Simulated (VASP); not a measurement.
# MgS (Fm-3m) in VASP: further runs

MgS is run at these levels: LDA; tasks: relaxation of cell and atoms.

Program: VASP 6.6.1. These are calculated values, not measurements. Logs are shortened: lines on timing, memory, paths and dates and some standing lists are left out, and cuts for length are marked.

**1. The cell of the first run**

Symmetry: Fm-3m, No. 225, cubic system. Conventional cell: a = 5.300 Å, b = 5.300 Å, c = 5.300 Å, α = 90.00°, β = 90.00°, γ = 90.00°. Within 3.5 Å of Mg (site symmetry m-3m) lie 6 S at 2.65 Å. S (site symmetry m-3m) has 6 Mg at 2.65 Å within 3.5 Å.

**2. Relaxation of cell and atoms, LDA, target pressure 20 GPa, at which the enthalpy is minimised**

INCAR

```
SYSTEM = MgS
PREC     = Accurate       ! precision mode
ENCUT    = 600            ! plane-wave cutoff, eV
EDIFF    = 1E-7           ! SCF threshold, eV
ISMEAR   = 1              ! smearing method
SIGMA    = 0.01           ! smearing width, eV
LREAL    = .FALSE.        ! projectors in reciprocal space
LASPH    = .TRUE.         ! aspherical terms in the spheres
NELM     = 120            ! most SCF steps
ALGO     = Normal         ! electronic algorithm
ISIF     = 3              ! what is computed and relaxed
LWAVE    = .FALSE.        ! write WAVECAR
LCHARG   = .FALSE.        ! write CHGCAR
IBRION   = 2              ! ionic algorithm
NSW      = 80             ! ionic steps
EDIFFG   = -0.02          ! ionic threshold
PSTRESS  = 200.0        
GGA_COMPAT= .FALSE.      
NELMIN   = 4
```

KPOINTS

```
Automatic mesh
0
G
  7 7 7
  0 0 0
```

POSCAR

```
MgS
1.0
    0.0000000000      2.6500000000      2.6500000000
    2.6500000000      0.0000000000      2.6500000000
    2.6500000000      2.6500000000      0.0000000000
Mg S
1 1
Direct
    0.0000000000      0.0000000000      0.0000000000
    0.5000000000      0.5000000000      0.5000000000
```

Potentials or basis: VASP PAW LDA potentials, release 64 (Mg, S).

Started as:

```console
cat potpaw_LDA.64/Mg/POTCAR potpaw_LDA.64/S/POTCAR > POTCAR
mpirun -np 1 vasp_std > vasp.out
```

OUTCAR:

```text
SYSTEM = MgS
   PREC = Accurate
   ENCUT = 600
   EDIFF = 1E-7
   ISMEAR = 1
   LREAL = .FALSE.
   LASPH = .TRUE.
   NELM = 120
   ISIF = 3
   IBRION = 2
   NSW = 80
   EDIFFG = -0.02
   PSTRESS = 200.0
   NELMIN = 4

 ion  position               nearest neighbor table
   1  0.000  0.000  0.000-   2 2.65   2 2.65   2 2.65   2 2.65   2 2.65   2 2.65
   2  0.500  0.500  0.500-   1 2.65   1 2.65   1 2.65   1 2.65   1 2.65   1 2.65

  LATTYP: Found a face centered cubic cell.
 ALAT       =     5.3000000000

  Lattice vectors:

 A1 = (   0.0000000000,   2.6500000000,   2.6500000000)
 A2 = (   2.6500000000,   0.0000000000,   2.6500000000)
 A3 = (   2.6500000000,   2.6500000000,   0.0000000000)

Analysis of symmetry for initial positions (statically):
=====================================================================
 Subroutine PRICEL returns:
 Original cell was already a primitive cell.

 Routine SETGRP: Setting up the symmetry group for a
 face centered cubic supercell.

 Subroutine GETGRP returns: Found 48 space group operations
 (whereof 48 operations were pure point group operations)
 out of a pool of 48 trial point group operations.

The static configuration has the point symmetry O_h .

Analysis of symmetry for dynamics (positions and initial velocities):
=====================================================================
 Subroutine PRICEL returns:
 Original cell was already a primitive cell.

 Routine SETGRP: Setting up the symmetry group for a
 face centered cubic supercell.

 Subroutine GETGRP returns: Found 48 space group operations
 (whereof 48 operations were pure point group operations)
 out of a pool of 48 trial point group operations.

The dynamic configuration has the point symmetry O_h .

 Subroutine INISYM returns: Found 48 space group operations
 (whereof 48 operations are pure point group operations),
 and found     1 'primitive' translations

----------------------------------------------------------------------------------------

                                     Primitive cell

  volume of cell :      37.2192

  direct lattice vectors                    reciprocal lattice vectors
     0.000000000  2.650000000  2.650000000    -0.188679245  0.188679245  0.188679245
     2.650000000  0.000000000  2.650000000     0.188679245 -0.188679245  0.188679245
     2.650000000  2.650000000  0.000000000     0.188679245  0.188679245 -0.188679245

  length of vectors
     3.747665940  3.747665940  3.747665940     0.326802039  0.326802039  0.326802039

  position of ions in fractional coordinates (direct lattice)
     0.000000000  0.000000000  0.000000000
     0.500000000  0.500000000  0.500000000

  ion indices of the primitive-cell ions
   primitive index   ion index
                 1           1
                 2           2
[... 55 lines left out ...]
   NGX,Y,Z   is equivalent  to a cutoff of  13.31, 13.31, 13.31 a.u.
   NGXF,Y,Z  is equivalent  to a cutoff of  26.62, 26.62, 26.62 a.u.
 SYSTEM =  MgS
   PREC   = accura    normal or accurate (medium, high low for compatibility)
   ISTART =      0    job   : 0-new  1-cont  2-samecut
   ICHARG =      2    charge: 1-file 2-atom 10-const
   ISPIN  =      1    spin polarized calculation?
   LNONCOLLINEAR =      F non collinear calculations
   LSORBIT =      F    spin-orbit coupling
   LASPH  =      T    aspherical Exc in radial PAW
   ENCUT  =  600.0 eV  44.10 Ry    6.64 a.u.   7.49  7.49  7.49*2*pi/ulx,y,z
   NELM   =    120;   NELMIN=  4; NELMDL= -5     # of ELM steps
   EDIFF  = 0.1E-06   stopping-criterion for ELM
   LREAL  =      F    real-space projection
   EDIFFG = -.2E-01   stopping-criterion for IOM
   NSW    =     80    number of steps for IOM
   IBRION =      2    ionic relax: 0-MD 1-quasi-New 2-CG
   NFREE  =      1    steps in history (QN), initial steepest desc. (CG)
   ISIF   =      3    stress and relaxation
   ISYM   =      2    0-nonsym 1-usesym 2-fastsym
   POTIM  = 0.5000    time-step for ionic-motion
   TEBEG  =    0.0;   TEEND  =   0.0 temperature during run
   PSTRESS=  200.0 pullay stress
   NELECT =       8.0000    total number of electrons
   NUPDOWN=      -1.0000    fix difference up-down
   EMIN   =  10.00;   EMAX   =-10.00  energy-range for DOS
   EFERMI =   0.00;   METHOD = LEGACY
   ISMEAR =     1;   SIGMA  =   0.01  broadening in eV -4-tet -1-fermi 0-gaus
   EFERMI_NEDOS =   21; number of points for ismear=-14 and -15
   IALGO  =     38    algorithm
   IMIX   =      4    mixing-type and parameters
     AMIX     =   0.40;   BMIX     =  1.00
     AMIX_MAG =   1.60;   BMIX_MAG =  1.00
  volume/ion in A,a.u.               =      18.61       125.58
  Fermi-wavevector in a.u.,A,eV,Ry     =   0.980654  1.853167 13.084471  0.961681
  Thomas-Fermi vector in A             =   2.111600
   LORBIT       =      0    0 simple, 1 ext, 2 COOP (PROOUT), +10 PAW based schemes
   GGA     = CA    functional components
   LHFCALC =     F    Hartree Fock is set to
   AEXX    =    0.0000 exact exchange contribution
   IVDW    =     0    specifies the selected vdW correction
   LEPSILON=     F    determine dielectric tensor
   LRPA    =     F    only Hartree local field effects (RPA)
 conjugate gradient relaxation of ions
 non-spin polarized calculation
 Methfessel and Paxton  Order N= 1 SIGMA  =   0.01
  energy-cutoff  :      600.00
  volume of cell :       37.22
 maximum number of plane-waves:      1267
 NGX is ok and might be reduce to    30
   NGX = 15   NGY = 15   NGZ = 15

--------------------------------------- Ionic step        1  -------------------------------------------

 number of electron       8.0000000 magnetization

 Free energy of the ion-electron system (eV)
  ---------------------------------------------------
  ext. energy  EPLUGINS =         0.00000000
  ---------------------------------------------------
  free energy    TOTEN  =        -9.50141827 eV

  energy without entropy =       -9.50142334  energy(sigma->0) =       -9.50141996

 E-fermi :   3.1076     XC(G=0):  -9.7628

 val. band max:        3.0991350403   @ k =   0.0000   0.0000   0.0000
 cond. band min:       5.7482220765   @ k =   0.4286   0.4286   0.0000
 fundamental gap:      2.6490870361
 Fermi energy:         3.1075537266

 k-point     1 :       0.0000    0.0000    0.0000
  band No.  band energies     occupation
      1      -9.2374      2.00000
      2       3.0991      2.00000
      3       3.0991      2.00000
      4       3.0991      1.99999
      5       6.1741      0.00000
      6      10.9642      0.00000
      7      10.9642      0.00000
      8      10.9642      0.00000
[... 434 lines left out ...]
--------------------------------------- Ionic step        7  -------------------------------------------

 number of electron       8.0000001 magnetization

 Free energy of the ion-electron system (eV)
  ---------------------------------------------------
  ext. energy  EPLUGINS =         0.00000000
  ---------------------------------------------------
  free energy    TOTEN  =        -9.31348491 eV

  energy without entropy =       -9.31348998  energy(sigma->0) =       -9.31348660

 E-fermi :   5.7884     XC(G=0): -10.9076

 val. band max:        5.7799467542   @ k =   0.0000   0.0000   0.0000
 cond. band min:       9.0053361783   @ k =   0.4286   0.4286   0.0000
 fundamental gap:      3.2253894241
 Fermi energy:         5.7883654776

 k-point     1 :       0.0000    0.0000    0.0000
  band No.  band energies     occupation
      1      -8.2995      2.00000
      2       5.7799      2.00000
      3       5.7799      2.00000
      4       5.7799      2.00000
      5      11.2258      0.00000
      6      13.3643      0.00000
      7      13.3643      0.00000
      8      13.3643      0.00000
[... 240 lines left out ...]
  energy  without entropy=       -9.3134899824  energy(sigma->0) =       -9.31348660

  enthalpy is  TOTEN    =        -5.7722489697 eV   P V=        3.5412359417

 reached required accuracy - stopping structural energy minimisation
```

OSZICAR:

```text
N       E                     dE             d eps       ncg     rms          rms(c)
DAV:   1     0.261591379469E+02    0.26159E+02   -0.40859E+03   320   0.920E+02
DAV:   2    -0.879663809537E+01   -0.34956E+02   -0.33353E+02   464   0.111E+02
DAV:   3    -0.995541548222E+01   -0.11588E+01   -0.11588E+01   352   0.281E+01
[... 59 lines left out ...]
DAV:   2    -0.931351940093E+01    0.25218E-03   -0.67199E-04   320   0.151E-01    0.507E-02
DAV:   3    -0.931348644862E+01    0.32952E-04   -0.16186E-04   344   0.745E-02    0.339E-02
DAV:   4    -0.931348602905E+01    0.41957E-06   -0.11544E-06   360   0.977E-03    0.297E-02
DAV:   5    -0.931348494156E+01    0.10875E-05   -0.60729E-07   352   0.565E-03    0.585E-03
DAV:   6    -0.931348491136E+01    0.30200E-07   -0.14940E-08   160   0.944E-04
   7 F= -.57722490E+01 E0= -.57722507E+01  d E =-.191807E-03
```

Wall time 16 s (1 thread of Intel Xeon Platinum 8481C at 2.70GHz (Sapphire Rapids), shared host); peak memory 0.16 GiB.

What came out:

| Item | Value |
| --- | --- |
| Free energy | -9.3135 eV |
| Relaxed volume | 14.18 Å³/atom |
| Relaxed cell | a = 3.423 Å, b = 3.423 Å, c = 3.423 Å, α = 60.00°, β = 60.00°, γ = 60.00° |
| Space group after relaxing (to 0.1 Å) | Fm-3m (No. 225) |
| Energy change on relaxing (the run minimises the enthalpy) | +94.0 meV/atom |
| Ionic steps | 7 |
| Pressure after relaxing | 20.0 GPa |
| Band gap on the k mesh | 3.23 eV (least direct gap 5.40 eV) |

Step by step:
| step | energy change (eV) | largest force (eV/Å) | pressure (GPa) | volume (Å³) |
| --- | --- | --- | --- | --- |
| 1 | 0.0000 | 0.0000 | -7.19 | 37.22 |
| 2 | 1.7089 | 0.0000 | 74.18 | 22.67 |
| 3 | 0.1544 | 0.0000 | 18.45 | 28.65 |
| 4 | 0.1810 | 0.0000 | 19.69 | 28.42 |
| 5 | 0.2011 | 0.0000 | 20.60 | 28.26 |
| 6 | 0.1761 | 0.0000 | 19.46 | 28.46 |
| 7 | 0.1879 | 0.0000 | 20.01 | 28.37 |

Final structure:
```yaml
crystal:
  lattice:
    - [0.00000, 2.42067, 2.42067]
    - [2.42067, 0.00000, 2.42067]
    - [2.42067, 2.42067, 0.00000]
  atoms:
    - { symbol: Mg, position: [0.00000, 0.00000, 0.00000] }
    - { symbol: S, position: [0.50000, 0.50000, 0.50000] }
```

Caveat: the cell is relaxed towards a set pressure, so the run minimises the enthalpy, not the energy; the volume moved by over 15 % at a fixed basis, so the end points are rough; an odd mesh through Γ misses points on the zone boundary, where band edges can lie.

**3. Relaxation of cell and atoms, LDA, target pressure 40 GPa, at which the enthalpy is minimised**

INCAR

```
PREC     = Accurate       # precision mode
ENCUT    = 600            # plane-wave cutoff, eV
EDIFF    = 1E-7           # SCF threshold, eV
ISMEAR   = 1              # smearing method
SIGMA    = 0.01           # smearing width, eV
LREAL    = F              # projectors in reciprocal space
LASPH    = T              # aspherical terms in the spheres
NELM     = 120            # most SCF steps
ALGO     = Normal         # electronic algorithm
ISIF     = 3              # what is computed and relaxed
LWAVE    = F              # write WAVECAR
LCHARG   = F              # write CHGCAR
GGA      = CA             # functional
IBRION   = 2              # ionic algorithm
NSW      = 80             # ionic steps
EDIFFG   = -0.02          # ionic threshold
PSTRESS  = 400.0        
GGA_COMPAT= F            
NELMIN   = 4
```

KPOINTS

```
regular mesh
0
Gamma
  7 7 7
```

POSCAR is that of step 2.

Potentials or basis: VASP PAW LDA potentials, release 64 (Mg, S).

Started as:

```console
cat potpaw_LDA.64/Mg/POTCAR potpaw_LDA.64/S/POTCAR > POTCAR
mpirun -np 1 vasp_std > vasp.out
```

Run time: 13 s. Hardware: 1 thread of Intel Xeon Platinum 8481C at 2.70GHz (Sapphire Rapids), shared host; peak memory 0.17 GiB.

The run converged. Its results:

```
Free energy                                                : -8.8034 eV
Relaxed volume                                             : 12.79 Å³/atom
Relaxed cell                                               : a = 3.307 Å, b = 3.307 Å, c = 3.307 Å, α = 60.00°, β = 60.00°, γ = 60.00°
Space group after relaxing (to 0.1 Å)                      : Fm-3m (No. 225)
Energy change on relaxing (the run minimises the enthalpy) : +349.0 meV/atom
Ionic steps                                                : 5
Pressure after relaxing                                    : 40.1 GPa
Band gap on the k mesh                                     : 3.04 eV (least direct gap 5.53 eV)
```

The path:
```csv
step,energy change (eV),largest force (eV/Å),pressure (GPa),volume (Å³)
1,0.0000,0.0000,-7.19,37.22
2,10.5095,0.0000,359.75,14.81
3,0.3728,0.0000,27.84,27.12
4,0.5598,0.0000,35.05,26.17
5,0.6980,0.0000,40.10,25.58
```

Final structure:
```
Mg S
1.0
     0.00000    2.33853    2.33853
     2.33853    0.00000    2.33853
     2.33853    2.33853    0.00000
Mg S
1 1
Direct
  0.00000 0.00000 0.00000
  0.50000 0.50000 0.50000
```

Levels at points of the mesh, in eV from the valence-band top:
| k point | band 2 | band 3 | band 4 | band 5 | band 6 | band 7 |
| --- | --- | --- | --- | --- | --- | --- |
| (0.00, 0.00, 0.00) | 0.00 | 0.00 | 0.00 | 6.58 | 7.37 | 7.37 |

Caveat: the cell is relaxed towards a set pressure, so the run minimises the enthalpy, not the energy; the volume moved by over 15 % at a fixed basis, so the end points are rough; an odd mesh through Γ misses points on the zone boundary, where band edges can lie.

**4. Relaxation of cell and atoms, LDA, target pressure 60 GPa, at which the enthalpy is minimised**

INCAR

```
SYSTEM = MgS
  PREC = Accurate
  ENCUT = 600
  EDIFF = 1E-7
  ISMEAR = 1
  SIGMA = 0.01
  LREAL = .FALSE.
  LASPH = .TRUE.
  NELM = 120
  ALGO = Normal
  ISIF = 3
  LWAVE = .FALSE.
  LCHARG = .FALSE.
  IBRION = 2
  NSW = 80
  EDIFFG = -0.02
  PSTRESS = 600.0
  GGA_COMPAT = .FALSE.
  NELMIN = 4
```

KPOINTS

```
regular mesh
0
G
  7 7 7
  0 0 0
```

POSCAR is that of step 3.

Started as:

```console
cat potpaw_LDA.64/Mg/POTCAR potpaw_LDA.64/S/POTCAR > POTCAR
mpirun -np 1 vasp_std > vasp.out
```

Wall time 31 s (1 thread of Intel Xeon Platinum 8481C at 2.70GHz (Sapphire Rapids), shared host); peak memory 0.17 GiB.

Results (log left out):

```yaml
Free_energy: -8.2246 eV
Relaxed_volume: 11.85 Å³/atom
Relaxed_cell: a = 3.224 Å, b = 3.224 Å, c = 3.224 Å, α = 60.00°, β = 60.00°, γ = 60.00°
Space_group_after_relaxing_to_0.1_Å: Fm-3m (No. 225)
Energy_change_on_relaxing_the_run_minimises_the_enthalpy: +638.4 meV/atom
Ionic_steps: 19
Pressure_after_relaxing: 60.0 GPa
Band_gap_on_the_k_mesh: 2.60 eV (least direct gap 5.33 eV)
```

The path:
| step | energy change (eV) | largest force (eV/Å) | pressure (GPa) | volume (Å³) |
| --- | --- | --- | --- | --- |
| 1 | 0.0000 | 0.0000 | -7.19 | 37.22 |
| 2 | 38.1470 | 0.0000 | 1490.33 | 9.02 |
| 3 | 0.3305 | 0.0000 | 26.13 | 27.37 |
| 4 | 0.6660 | 0.0000 | 38.94 | 25.71 |
| 5 | 1.3272 | 0.0000 | 61.67 | 23.57 |
| 6 | 1.2395 | 0.0000 | 58.76 | 23.81 |
| 7 | 1.2407 | 0.0000 | 58.80 | 23.80 |
| 8 | 1.2443 | 0.0000 | 58.92 | 23.79 |
| 9 | 1.2444 | 0.0000 | 58.92 | 23.79 |
| 10 | 1.2444 | 0.0000 | 58.92 | 23.79 |
| 11 | 1.2446 | 0.0000 | 58.93 | 23.79 |
| 12 | 1.2449 | 0.0000 | 58.94 | 23.79 |
| 13 | 1.2456 | 0.0000 | 58.96 | 23.79 |
| 14 | 1.2468 | 0.0000 | 59.00 | 23.79 |
| 15 | 1.2494 | 0.0000 | 59.09 | 23.78 |
| 16 | 1.2545 | 0.0000 | 59.26 | 23.76 |
| 17 | 1.2647 | 0.0000 | 59.60 | 23.74 |
| 18 | 1.2853 | 0.0000 | 60.29 | 23.68 |
| 19 | 1.2768 | 0.0000 | 60.00 | 23.70 |

Final structure:
```
CELL_PARAMETERS angstrom
0.00000 2.28000 2.28000
2.28000 0.00000 2.28000
2.28000 2.28000 0.00000
ATOMIC_POSITIONS crystal
Mg 0.00000 0.00000 0.00000
S 0.50000 0.50000 0.50000
```

Levels at points of the mesh, in eV from the valence-band top:
```csv
k point,band 1,band 2,band 3,band 4,band 5,band 6,band 7,band 8
"(0.00, 0.00, 0.00)",-15.61,0.00,0.00,0.00,7.16,7.16,7.16,7.50
```

Caveat: the cell is relaxed towards a set pressure, so the run minimises the enthalpy, not the energy; the volume moved by over 15 % at a fixed basis, so the end points are rough; an odd mesh through Γ misses points on the zone boundary, where band edges can lie.

**5. The runs side by side**

```tsv
cell	gap on the mesh (eV)	pressure (GPa)
relaxed to 20 GPa	3.23	20.0
relaxed to 40 GPa	3.04	40.1
relaxed to 60 GPa	2.60	60.0
```

Alike in all rows: task relaxation of cell and atoms; level LDA; potentials or basis VASP PAW LDA potentials, release 64 (Mg, S); no spin polarisation; k mesh 7 × 7 × 7; cutoff (eV) 600; smearing methfessel-paxton 0.01 eV.

Caveats: the cell is relaxed towards a set pressure, so the run minimises the enthalpy, not the energy; the volume moved by over 15 % at a fixed basis, so the end points are rough; an odd mesh through Γ misses points on the zone boundary, where band edges can lie.

Total energies depend on the potentials used, so only differences within one code and one set of settings carry meaning.
